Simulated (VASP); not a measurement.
# Pd (Fm-3m) in VASP: a series of runs, part 2 of 2

VASP 6.6.1. Earlier steps stand in the parts before.

**3. Relaxation of volume and atoms at fixed shape, LDA**

This run uses another cell than the first one, of 14.75 Å³/atom, 1.043 times its volume.

File INCAR:

```
PREC = Accurate
ENCUT = 600
EDIFF = 1E-7
ISMEAR = 0
SIGMA = 0.1
LREAL = False
LASPH = True
NELM = 60
ALGO = Normal
ISIF = 8
LWAVE = False
LCHARG = False
GGA = CA
IBRION = 2
NSW = 80
EDIFFG = -0.03
```

File KPOINTS:

```
regular mesh
0
Gamma
  18 18 18
```

File POSCAR:

```
Pd
1.0
    0.0000000000      1.9465000000      1.9465000000
    1.9465000000      0.0000000000      1.9465000000
    1.9465000000      1.9465000000      0.0000000000
Pd
1
Direct
    0.0000000000      0.0000000000      0.0000000000
```

Potentials or basis: VASP PAW LDA potentials, release 64 (Pd).

Started as:

```sh
cat potpaw_LDA.64/Pd/POTCAR > POTCAR
mpirun -np 1 vasp_std > vasp.out
```

OUTCAR:

```text
PREC = Accurate
   ENCUT = 600
   EDIFF = 1E-7
   ISMEAR = 0
   LREAL = False
   LASPH = True
   NELM = 60
   ISIF = 8
   GGA = CA
   IBRION = 2
   NSW = 80
   EDIFFG = -0.03

 ion  position               nearest neighbor table
   1  0.000  0.000  0.000-

  LATTYP: Found a face centered cubic cell.
 ALAT       =     3.8930000000

  Lattice vectors:

 A1 = (   0.0000000000,   1.9465000000,   1.9465000000)
 A2 = (   1.9465000000,   0.0000000000,   1.9465000000)
 A3 = (   1.9465000000,   1.9465000000,   0.0000000000)

Analysis of symmetry for initial positions (statically):
=====================================================================
 Subroutine PRICEL returns:
 Original cell was already a primitive cell.

 Routine SETGRP: Setting up the symmetry group for a
 face centered cubic supercell.

 Subroutine GETGRP returns: Found 48 space group operations
 (whereof 48 operations were pure point group operations)
 out of a pool of 48 trial point group operations.

The static configuration has the point symmetry O_h .

Analysis of symmetry for dynamics (positions and initial velocities):
=====================================================================
 Subroutine PRICEL returns:
 Original cell was already a primitive cell.

 Routine SETGRP: Setting up the symmetry group for a
 face centered cubic supercell.

 Subroutine GETGRP returns: Found 48 space group operations
 (whereof 48 operations were pure point group operations)
 out of a pool of 48 trial point group operations.

The dynamic configuration has the point symmetry O_h .

 Subroutine INISYM returns: Found 48 space group operations
 (whereof 48 operations are pure point group operations),
 and found     1 'primitive' translations

----------------------------------------------------------------------------------------

                                     Primitive cell

  volume of cell :      14.7500

  direct lattice vectors                    reciprocal lattice vectors
     0.000000000  1.946500000  1.946500000    -0.256871307  0.256871307  0.256871307
     1.946500000  0.000000000  1.946500000     0.256871307 -0.256871307  0.256871307
     1.946500000  1.946500000  0.000000000     0.256871307  0.256871307 -0.256871307

  length of vectors
     2.752766699  2.752766699  2.752766699     0.444914156  0.444914156  0.444914156

  position of ions in fractional coordinates (direct lattice)
     0.000000000  0.000000000  0.000000000

  ion indices of the primitive-cell ions
   primitive index   ion index
                 1           1

----------------------------------------------------------------------------------------

 KPOINTS: regular mesh

Automatic generation of k-mesh.
 Grid dimensions read from file:
 generate k-points for:   18   18   18

 Generating k-lattice:

  Cartesian coordinates                     Fractional coordinates (reciprocal lattice)
    -0.014270628  0.014270628  0.014270628     0.055555556  0.000000000  0.000000000
     0.014270628 -0.014270628  0.014270628     0.000000000  0.055555556  0.000000000
     0.014270628  0.014270628 -0.014270628     0.000000000  0.000000000  0.055555556

  Length of vectors
     0.024717453  0.024717453  0.024717453

  Shift w.r.t. Gamma in fractional coordinates (k-lattice)
     0.000000000  0.000000000  0.000000000

 Subroutine IBZKPT returns following result:
 ===========================================

 Found    195 irreducible k-points:

 Following reciprocal coordinates:
            Coordinates               Weight
  0.000000  0.000000  0.000000      1.000000
  0.055556  0.000000  0.000000      8.000000
  0.111111  0.000000  0.000000      8.000000
  0.166667  0.000000  0.000000      8.000000
  0.222222  0.000000  0.000000      8.000000
  0.277778  0.000000  0.000000      8.000000
[... 16 lines left out ...]
 -0.277778  0.055556  0.000000     24.000000
 -0.222222  0.055556  0.000000     24.000000
 [... further k-points ...]
   k-points           NKPTS =    195   k-points in BZ     NKDIM =    195   number of bands    NBANDS=      9
   number of dos      NEDOS =    301   number of ions     NIONS =      1
   total plane-waves  NPLWV =  13824
   dimension x,y,z NGX =    24 NGY =   24 NGZ =   24
   dimension x,y,z NGXF=    48 NGYF=   48 NGZF=   48
   ions per type =               1
   NGX,Y,Z   is equivalent  to a cutoff of  14.49, 14.49, 14.49 a.u.
   NGXF,Y,Z  is equivalent  to a cutoff of  28.99, 28.99, 28.99 a.u.
 SYSTEM =  unknown system
   PREC   = accura    normal or accurate (medium, high low for compatibility)
   ISTART =      0    job   : 0-new  1-cont  2-samecut
   ICHARG =      2    charge: 1-file 2-atom 10-const
   ISPIN  =      1    spin polarized calculation?
   LNONCOLLINEAR =      F non collinear calculations
   LSORBIT =      F    spin-orbit coupling
   LASPH  =      T    aspherical Exc in radial PAW
   ENCUT  =  600.0 eV  44.10 Ry    6.64 a.u.   5.50  5.50  5.50*2*pi/ulx,y,z
   NELM   =     60;   NELMIN=  2; NELMDL= -5     # of ELM steps
   EDIFF  = 0.1E-06   stopping-criterion for ELM
   LREAL  =      F    real-space projection
   EDIFFG = -.3E-01   stopping-criterion for IOM
   NSW    =     80    number of steps for IOM
   IBRION =      2    ionic relax: 0-MD 1-quasi-New 2-CG
   NFREE  =      1    steps in history (QN), initial steepest desc. (CG)
   ISIF   =      8    stress and relaxation
   ISYM   =      2    0-nonsym 1-usesym 2-fastsym
   POTIM  = 0.5000    time-step for ionic-motion
   TEBEG  =    0.0;   TEEND  =   0.0 temperature during run
   PSTRESS=    0.0 pullay stress
   NELECT =      10.0000    total number of electrons
   NUPDOWN=      -1.0000    fix difference up-down
   EMIN   =  10.00;   EMAX   =-10.00  energy-range for DOS
   EFERMI =   0.00;   METHOD = LEGACY
   ISMEAR =     0;   SIGMA  =   0.10  broadening in eV -4-tet -1-fermi 0-gaus
   EFERMI_NEDOS =   21; number of points for ismear=-14 and -15
   IALGO  =     38    algorithm
   IMIX   =      4    mixing-type and parameters
     AMIX     =   0.40;   BMIX     =  1.00
     AMIX_MAG =   1.60;   BMIX_MAG =  1.00
  volume/ion in A,a.u.               =      14.75        99.54
  Fermi-wavevector in a.u.,A,eV,Ry     =   1.438171  2.717748 28.141404  2.068335
  Thomas-Fermi vector in A             =   2.557167
   LORBIT       =      0    0 simple, 1 ext, 2 COOP (PROOUT), +10 PAW based schemes
   GGA     = CA    functional components
   LHFCALC =     F    Hartree Fock is set to
   AEXX    =    0.0000 exact exchange contribution
   IVDW    =     0    specifies the selected vdW correction
   LEPSILON=     F    determine dielectric tensor
   LRPA    =     F    only Hartree local field effects (RPA)
 conjugate gradient relaxation of ions
 non-spin polarized calculation
 Gauss-broadening in eV      SIGMA  =   0.10
  energy-cutoff  :      600.00
  volume of cell :       14.75
 maximum number of plane-waves:       531
 NGX is ok and might be reduce to    24
   NGX = 11   NGY = 11   NGZ = 11

--------------------------------------- Ionic step        1  -------------------------------------------

 number of electron      10.0000000 magnetization

 number of electron       9.9999999 magnetization

 Free energy of the ion-electron system (eV)
  ---------------------------------------------------
  ext. energy  EPLUGINS =         0.00000000
  ---------------------------------------------------
  free energy    TOTEN  =        -6.48794867 eV

  energy without entropy =       -6.47621835  energy(sigma->0) =       -6.48208351

 E-fermi :   9.5923     XC(G=0): -13.5172

 val. band max:        9.5906900083   @ k =   0.5000   0.4444   0.0000
 cond. band min:       9.5932917030   @ k =   0.5000   0.1111   0.0000
 fundamental gap:      0.0026016946
 Fermi energy:         9.5922973414

 k-point     1 :       0.0000    0.0000    0.0000
  band No.  band energies     occupation
      1       2.3544      2.00000
      2       6.7194      2.00000
      3       6.7194      2.00000
      4       6.7194      2.00000
      5       8.3667      2.00000
      6       8.3667      2.00000
      7      26.7243      0.00000
      8      31.4425      0.00000
      9      31.4425      0.00000
[... 343 lines left out ...]
  energy  without entropy=       -6.4372616887  energy(sigma->0) =       -6.44219996

--------------------------------------- Ionic step        3  -------------------------------------------

 number of electron      10.0000002 magnetization

 Free energy of the ion-electron system (eV)
  ---------------------------------------------------
  ext. energy  EPLUGINS =         0.00000000
  ---------------------------------------------------
  free energy    TOTEN  =        -6.50392296 eV

  energy without entropy =       -6.49285426  energy(sigma->0) =       -6.49838861

 E-fermi :  10.2971     XC(G=0): -13.7623

 val. band max:       10.2951836196   @ k =  -0.4444   0.3889   0.1111
 cond. band min:      10.3007183862   @ k =   0.5000   0.1111   0.0000
 fundamental gap:      0.0055347666
 Fermi energy:        10.2971018109

 k-point     1 :       0.0000    0.0000    0.0000
  band No.  band energies     occupation
      1       2.7398      2.00000
      2       7.2319      2.00000
      3       7.2319      2.00000
      4       7.2319      2.00000
      5       8.9892      2.00000
      6       8.9892      2.00000
      7      27.4297      0.00000
      8      32.3803      0.00000
      9      32.3803      0.00000
[... 304 lines left out ...]
  FREE ENERGIE OF THE ION-ELECTRON SYSTEM (eV)
  ---------------------------------------------------
  free  energy   TOTEN  =        -6.5039229554 eV

  energy  without entropy=       -6.4928542621  energy(sigma->0) =       -6.49838861

 reached required accuracy - stopping structural energy minimisation
```

OSZICAR:

```text
N       E                     dE             d eps       ncg     rms          rms(c)
DAV:   1     0.421974356263E+02    0.42197E+02   -0.57931E+03  3518   0.117E+03
DAV:   2    -0.642241090902E+01   -0.48620E+02   -0.47339E+02  3761   0.205E+02
DAV:   3    -0.682727936358E+01   -0.40487E+00   -0.40240E+00  4065   0.222E+01
[... 22 lines left out ...]
DAV:   4    -0.650378694840E+01    0.15458E-03   -0.63441E-03  3926   0.646E-01    0.107E-01
DAV:   5    -0.650391321349E+01   -0.12627E-03   -0.11967E-04  4893   0.672E-02    0.292E-02
DAV:   6    -0.650392281040E+01   -0.95969E-05   -0.27861E-06  3986   0.137E-02    0.176E-03
DAV:   7    -0.650392293888E+01   -0.12848E-06   -0.24619E-08  3857   0.160E-03    0.361E-04
DAV:   8    -0.650392295536E+01   -0.16481E-07   -0.10600E-08  1842   0.879E-04
   3 F= -.65039230E+01 E0= -.64983886E+01  d E =-.159743E-01
```

CONTCAR:

```text
Pd
   1.00000000000000
     0.0000000000000000    1.9207727929260907    1.9207727929260907
     1.9207727929260907    0.0000000000000000    1.9207727929260907
     1.9207727929260907    1.9207727929260907    0.0000000000000000
  Pd
     1
Direct
     0.0000000000000000    0.0000000000000000    0.0000000000000000

  0.00000000E+00  0.00000000E+00  0.00000000E+00
```

It took 34 s on 1 thread of AMD EPYC 9R45 (Zen 5), shared host; peak memory 0.13 GiB.

Results:

| Property | Result |
| --- | --- |
| Free energy | -6.5039 eV |
| Relaxed volume | 14.17 Å³/atom |
| Relaxed cell | a = 2.716 Å, b = 2.716 Å, c = 2.716 Å, α = 60.00°, β = 60.00°, γ = 60.00° |
| Space group after relaxing (to 0.05 Å) | Fm-3m (No. 225) |
| Energy gained by relaxing | 16.0 meV/atom |
| Ionic steps | 3 |
| Pressure after relaxing | -0.2 GPa |
| Band gap on the k mesh | zero (band 5 reaches 10.62 eV, above the bottom of band 6 at 8.91 eV) |

The path:
```tsv
step	energy change (eV)	largest force (eV/Å)	pressure (GPa)	volume (Å³)
1	0.0000	0.0000	-8.32	14.75
2	0.0408	0.0000	19.96	13.18
3	-0.0160	0.0000	-0.20	14.17
```

Final structure:
```yaml
crystal:
  lattice:
    - [0.00000, 1.92077, 1.92077]
    - [1.92077, 0.00000, 1.92077]
    - [1.92077, 1.92077, 0.00000]
  atoms:
    - { symbol: Pd, position: [0.00000, 0.00000, 0.00000] }
```

LDA usually gives volumes a few per cent too small. Zero-point motion and thermal expansion aren't in these numbers.
